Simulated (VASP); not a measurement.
# Li (Cmce) in VASP: single point with PBEsol

Aim: the single point of Li with PBEsol.

All numbers are computed with VASP 6.6.1; they aren't measurements. Logs are shortened: lines on timing, memory, paths and dates and some standing lists are left out, and cuts for length are marked.

## (1) The cell of the first run

The typed cell holds 4 atoms: a = 5.443 Å, b = 5.443 Å, c = 4.875 Å, α = 90.00°, β = 90.00°, γ = 146.23°.

## (2) Single point, PBEsol

Input file INCAR:

```
SYSTEM = Li
PREC     = Accurate       ! precision mode
ENCUT    = 520            ! plane-wave cutoff, eV
EDIFF    = 1E-6           ! SCF threshold, eV
ISMEAR   = 0              ! smearing method
SIGMA    = 0.1            ! smearing width, eV
LREAL    = .FALSE.        ! projectors in reciprocal space
LASPH    = .TRUE.         ! aspherical terms in the spheres
NELM     = 60             ! most SCF steps
ALGO     = Normal         ! electronic algorithm
ISIF     = 2              ! what is computed and relaxed
LWAVE    = .FALSE.        ! write WAVECAR
LCHARG   = .TRUE.         ! write CHGCAR
GGA      = PS             ! functional
LELF     = .TRUE.         ! ELF
LVHAR    = .TRUE.       
NBANDS   = 14             ! bands
```

Input file KPOINTS:

```
Automatic mesh
0
G
  6 6 4
  0 0 0
```

Input file POSCAR:

```
Li
1.0
    1.5806740567     -5.2083169392      0.0000000000
    1.5806740567      5.2083169392      0.0000000000
    0.0000000000      0.0000000000      4.8745269811
Li
4
Direct
    0.1309346373      0.8690653627      1.0004231948
    0.6309346373      0.3690653627      0.4995768052
    0.8690653627      0.1309346373     -0.0004231948
    0.3690653627      0.6309346373      0.5004231948
```

Potentials or basis: VASP PAW PBE potentials, release 64 (Li_sv).

Run with:

```bash
$ cat potpaw_PBE.64/Li_sv/POTCAR > POTCAR
$ mpirun -np 1 vasp_std > vasp.out
```

OUTCAR:

```text
SYSTEM = Li
   PREC = Accurate
   ENCUT = 520
   EDIFF = 1E-6
   ISMEAR = 0
   LREAL = .FALSE.
   LASPH = .TRUE.
   NELM = 60
   ISIF = 2
   GGA = PS

 ion  position               nearest neighbor table
   1  0.131  0.869  0.000-
   2  0.631  0.369  0.500-
   3  0.869  0.131  1.000-
   4  0.369  0.631  0.500-

  LATTYP: Found a base centered orthorhombic cell.
 ALAT       =     3.1613481134
 B/A-ratio  =     3.2949974203
 C/A-ratio  =     1.5419140209

  Lattice vectors:

 A1 = (   1.5806740567,  -5.2083169392,   0.0000000000)
 A2 = (   1.5806740567,   5.2083169392,   0.0000000000)
 A3 = (   0.0000000000,   0.0000000000,   4.8745269811)

Analysis of symmetry for initial positions (statically):
=====================================================================
 Subroutine PRICEL returns:
 Original cell was already a primitive cell.

 Routine SETGRP: Setting up the symmetry group for a
 base centered orthorhombic supercell.

 Subroutine GETGRP returns: Found  8 space group operations
 (whereof  4 operations were pure point group operations)
 out of a pool of  8 trial point group operations.

The static configuration has the point symmetry C_2h.
 The point group associated with its full space group is D_2h.

Analysis of symmetry for dynamics (positions and initial velocities):
=====================================================================
 Subroutine PRICEL returns:
 Original cell was already a primitive cell.

 Routine SETGRP: Setting up the symmetry group for a
 base centered orthorhombic supercell.

 Subroutine GETGRP returns: Found  8 space group operations
 (whereof  4 operations were pure point group operations)
 out of a pool of  8 trial point group operations.

The dynamic configuration has the point symmetry C_2h.
 The point group associated with its full space group is D_2h.

 Subroutine INISYM returns: Found  8 space group operations
 (whereof  4 operations are pure point group operations),
 and found     1 'primitive' translations

----------------------------------------------------------------------------------------

                                     Primitive cell

  volume of cell :      80.2606

  direct lattice vectors                    reciprocal lattice vectors
     1.580674057 -5.208316939  0.000000000     0.316320748 -0.096000302  0.000000000
     1.580674057  5.208316939  0.000000000     0.316320748  0.096000302  0.000000000
     0.000000000  0.000000000  4.874526981     0.000000000  0.000000000  0.205148111

  length of vectors
     5.442894066  5.442894066  4.874526981     0.330567502  0.330567502  0.205148111

  position of ions in fractional coordinates (direct lattice)
     0.130934637  0.869065363  0.000423195
     0.630934637  0.369065363  0.499576805
     0.869065363  0.130934637  0.999576805
     0.369065363  0.630934637  0.500423195

  ion indices of the primitive-cell ions
   primitive index   ion index
                 1           1
                 2           2
                 3           3
                 4           4

----------------------------------------------------------------------------------------

 KPOINTS: Automatic mesh

Automatic generation of k-mesh.
 Grid dimensions read from file:
 generate k-points for:    6    6    4

 Generating k-lattice:

  Cartesian coordinates                     Fractional coordinates (reciprocal lattice)
     0.052720125 -0.016000050  0.000000000     0.166666667  0.000000000  0.000000000
     0.052720125  0.016000050  0.000000000     0.000000000  0.166666667  0.000000000
     0.000000000  0.000000000  0.051287028     0.000000000  0.000000000  0.250000000

  Length of vectors
     0.055094584  0.055094584  0.051287028

  Shift w.r.t. Gamma in fractional coordinates (k-lattice)
     0.000000000  0.000000000  0.000000000

 Subroutine IBZKPT returns following result:
 ===========================================

 Found     39 irreducible k-points:

 Following reciprocal coordinates:
            Coordinates               Weight
  0.000000  0.000000  0.000000      1.000000
  0.166667  0.000000  0.000000      4.000000
  0.333333  0.000000  0.000000      4.000000
  0.500000 -0.000000  0.000000      2.000000
  0.166667  0.166667  0.000000      2.000000
  0.333333  0.166667  0.000000      4.000000
[... 16 lines left out ...]
  0.333333  0.333333  0.250000      4.000000
  0.500000  0.333333  0.250000      8.000000
 [... further k-points ...]
   k-points           NKPTS =     39   k-points in BZ     NKDIM =     39   number of bands    NBANDS=     14
   number of dos      NEDOS =    301   number of ions     NIONS =      4
   total plane-waves  NPLWV =  57600
   dimension x,y,z NGX =    40 NGY =   40 NGZ =   36
   dimension x,y,z NGXF=    80 NGYF=   80 NGZF=   72
   ions per type =               4
   NGX,Y,Z   is equivalent  to a cutoff of  12.22, 12.22, 12.28 a.u.
   NGXF,Y,Z  is equivalent  to a cutoff of  24.43, 24.43, 24.56 a.u.
 SYSTEM =  Li
   PREC   = accura    normal or accurate (medium, high low for compatibility)
   ISTART =      0    job   : 0-new  1-cont  2-samecut
   ICHARG =      2    charge: 1-file 2-atom 10-const
   ISPIN  =      1    spin polarized calculation?
   LNONCOLLINEAR =      F non collinear calculations
   LSORBIT =      F    spin-orbit coupling
   LASPH  =      T    aspherical Exc in radial PAW
   ENCUT  =  520.0 eV  38.22 Ry    6.18 a.u.  10.12 10.12  9.06*2*pi/ulx,y,z
   NELM   =     60;   NELMIN=  2; NELMDL= -5     # of ELM steps
   EDIFF  = 0.1E-05   stopping-criterion for ELM
   LREAL  =      F    real-space projection
   EDIFFG = 0.1E-04   stopping-criterion for IOM
   NSW    =      0    number of steps for IOM
   IBRION =     -1    ionic relax: 0-MD 1-quasi-New 2-CG
   NFREE  =      0    steps in history (QN), initial steepest desc. (CG)
   ISIF   =      2    stress and relaxation
   ISYM   =      2    0-nonsym 1-usesym 2-fastsym
   POTIM  = 0.5000    time-step for ionic-motion
   TEBEG  =    0.0;   TEEND  =   0.0 temperature during run
   PSTRESS=    0.0 pullay stress
   NELECT =      12.0000    total number of electrons
   NUPDOWN=      -1.0000    fix difference up-down
   EMIN   =  10.00;   EMAX   =-10.00  energy-range for DOS
   EFERMI =   0.00;   METHOD = LEGACY
   ISMEAR =     0;   SIGMA  =   0.10  broadening in eV -4-tet -1-fermi 0-gaus
   EFERMI_NEDOS =   21; number of points for ismear=-14 and -15
   IALGO  =     38    algorithm
   IMIX   =      4    mixing-type and parameters
     AMIX     =   0.40;   BMIX     =  1.00
     AMIX_MAG =   1.60;   BMIX_MAG =  1.00
  volume/ion in A,a.u.               =      20.07       135.41
  Fermi-wavevector in a.u.,A,eV,Ry     =   0.868896  1.641976 10.272132  0.754980
  Thomas-Fermi vector in A             =   1.987640
   LORBIT       =      0    0 simple, 1 ext, 2 COOP (PROOUT), +10 PAW based schemes
   GGA     = PS    functional components
   LHFCALC =     F    Hartree Fock is set to
   AEXX    =    0.0000 exact exchange contribution
   IVDW    =     0    specifies the selected vdW correction
   LEPSILON=     F    determine dielectric tensor
   LRPA    =     F    only Hartree local field effects (RPA)
 non-spin polarized calculation
 Gauss-broadening in eV      SIGMA  =   0.10
  energy-cutoff  :      520.00
  volume of cell :       80.26
 maximum number of plane-waves:      2180
   NGX = 21   NGY = 21   NGZ = 19

 number of electron      11.9999997 magnetization

 Free energy of the ion-electron system (eV)
  ---------------------------------------------------
  ext. energy  EPLUGINS =         0.00000000
  ---------------------------------------------------
  free energy    TOTEN  =        -7.71563094 eV

  energy without entropy =       -7.70582496  energy(sigma->0) =       -7.71072795

 E-fermi :   0.6041     XC(G=0):  -7.0395

 val. band max:        0.6008122052   @ k =   0.3333   0.1667   0.5000
 cond. band min:       0.6042583701   @ k =   0.5000  -0.0000   0.5000
 fundamental gap:      0.0034461649
 Fermi energy:         0.6040968695

 k-point     1 :       0.0000    0.0000    0.0000
  band No.  band energies     occupation
      1     -45.3255      2.00000
      2     -45.3030      2.00000
      3     -45.3012      2.00000
      4     -45.2826      2.00000
      5      -2.9041      2.00000
      6       0.2580      2.00000
      7       0.7902      0.00849
      8       3.1085      0.00000
      9       3.8943      0.00000
     10       5.1705      0.00000
     11       5.4534      0.00000
     12       7.6954      0.00000
     13       9.1774      0.00000
     14       9.3938      0.00000

 k-point     2 :       0.1667    0.0000    0.0000
  band No.  band energies     occupation
      1     -45.3219      2.00000
      2     -45.3015      2.00000
      3     -45.3007      2.00000
      4     -45.2838      2.00000
      5      -2.5679      2.00000
      6       0.4953      1.87625
      7       1.2395      0.00000
      8       3.4700      0.00000
      9       3.8014      0.00000
     10       5.3160      0.00000
     11       5.5685      0.00000
     12       6.0849      0.00000
     13       7.9790      0.00000
     14       8.4487      0.00000

 k-point     3 :       0.3333    0.0000    0.0000
  band No.  band energies     occupation
      1     -45.3130      2.00000
      2     -45.3004      2.00000
      3     -45.2979      2.00000
      4     -45.2879      2.00000
      5      -1.5529      2.00000
      6       1.1719      0.00000
      7       2.4307      0.00000
      8       2.5851      0.00000
      9       3.6218      0.00000
     10       4.5341      0.00000
     11       5.9349      0.00000
     12       5.9858      0.00000
     13       7.5813      0.00000
     14       7.9147      0.00000
[... 324 lines left out ...]
 k-point    23 :       0.3333    0.3333    0.2500
  band No.  band energies     occupation
      1     -45.3062      2.00000
      2     -45.3014      2.00000
      3     -45.2991      2.00000
      4     -45.2925      2.00000
      5      -0.3971      2.00000
      6      -0.2746      2.00000
      7       1.5324      0.00000
      8       1.9348      0.00000
      9       3.6872      0.00000
     10       5.4979      0.00000
     11       6.7621      0.00000
     12       6.7696      0.00000
     13       8.4631      0.00000
     14       8.6801      0.00000

 k-point    24 :       0.5000    0.3333    0.2500
  band No.  band energies     occupation
      1     -45.3116      2.00000
      2     -45.3061      2.00000
      3     -45.2978      2.00000
      4     -45.2924      2.00000
      5      -1.5875      2.00000
      6      -0.8864      2.00000
      7       0.7597      0.02774
      8       1.5378      0.00000
      9       5.6843      0.00000
     10       6.5077      0.00000
     11       6.7415      0.00000
     12       6.8158      0.00000
     13       8.4885      0.00000
     14       9.6114      0.00000

 [... further k-points ...]
[... 5 lines left out ...]
  --------------------------------------------------------------------------------------
  -------------------------------------------------------------------------------------
  Total        0.0692037      0.0970361     -0.0411556      0.0000000      0.0000000      0.0000000
  in kB        1.3814573      1.9370546     -0.8215569      0.0000000      0.0000000      0.0000000
  external PRESSURE =       0.8323183 kB  Pullay stress =       0.0000000 kB

 VOLUME and BASIS-vectors are now :
 -----------------------------------------------------------------------------
  energy-cutoff  :      520.00
  volume of cell :       80.26
      direct lattice vectors                 reciprocal lattice vectors
     1.580674057 -5.208316939  0.000000000     0.316320748 -0.096000302  0.000000000
     1.580674057  5.208316939  0.000000000     0.316320748  0.096000302  0.000000000
     0.000000000  0.000000000  4.874526981     0.000000000  0.000000000  0.205148111

 POSITION                                       TOTAL-FORCE (eV/Angst)
 -----------------------------------------------------------------------------------
      1.58067      3.84442      0.00206         0.000000      0.009910     -0.007115
      1.58067     -1.36390      2.43520         0.000000      0.009910      0.007115
      1.58067     -3.84442      4.87246         0.000000     -0.009910      0.007115
      1.58067      1.36390      2.43933         0.000000     -0.009910     -0.007115
 -----------------------------------------------------------------------------------
    total drift:                               -0.000000     -0.000000     -0.000000

  FREE ENERGIE OF THE ION-ELECTRON SYSTEM (eV)
  ---------------------------------------------------
  free  energy   TOTEN  =        -7.7156309408 eV

  energy  without entropy=       -7.7058249573  energy(sigma->0) =       -7.71072795
```

It took 56 s on 1 thread of Intel Xeon Platinum 8259CL at 2.50GHz (Skylake/Cascade Lake), shared host; peak memory 0.21 GiB.

What came out:

- Free energy: -7.7156 eV
- Largest force: 0.012 eV/Å
- Band gap on the k mesh: zero (band 6 reaches 1.87 eV, above the bottom of band 7 at -0.58 eV)

Forces in eV/Å, atoms in the order of the input:
```
Li   0.000  0.010 -0.007
Li   0.000  0.010  0.007
Li   0.000 -0.010  0.007
Li   0.000 -0.010 -0.007
```

Caveat: the cutoff is under 1.25 times the usual one of these potentials, so pressure, stress and relaxed cells hold a basis-set (Pulay) error; the PAW data sets were made with another functional, which shifts forces and pressure a little.
